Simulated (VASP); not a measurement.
Runs of VASP 6.6.1 on NaH. The structure is that of space group P6_3/mmc (No. 194), or close to it. The cells are those of the table. 

| cell | k mesh | smearing | gap on the mesh (eV) | pressure (GPa) | largest force (eV/Å) |
| --- | --- | --- | --- | --- | --- |
| a = 3.270, b = 3.270, c = 11.150 Å, angles 90.0, 90.0, 120.0°, 8 atoms | 12 × 12 × 2 | gaussian 0.02 eV | 3.68 | 2.5 | - |
| a = 3.308, b = 3.308, c = 11.255 Å, angles 90.0, 90.0, 120.0°, 8 atoms | 12 × 12 × 2 | gaussian 0.02 eV | 3.63 | 1.6 | 0.01 |
| a = 3.377, b = 3.377, c = 11.490 Å, angles 90.0, 90.0, 120.0°, 8 atoms | 6 × 6 × 1 | gaussian 0.1 eV | (a) | (b) | - |
| a = 3.234, b = 3.234, c = 11.026 Å, angles 90.0, 90.0, 120.0°, 8 atoms | 12 × 12 × 2 | gaussian 0.02 eV | 3.74 | (c) | - |
| a = 3.380, b = 3.381, c = 11.513 Å, angles 90.0, 89.8, 120.0°, 8 atoms | 6 × 6 × 1 | gaussian 0.1 eV | 3.55 | -0.1 | 0.01 |

Alike in all rows: task single point; level PBE; potentials or basis VASP PAW PBE potentials, release 64 (Na_pv, H); no spin polarisation; cutoff (eV) 500.

Question: Estimate the missing entries.

Answer: (a) 3.56; (b) 0.0; (c) 3.7.

Caveats: some runs use coarse meshes.

A k mesh can miss the band edges.
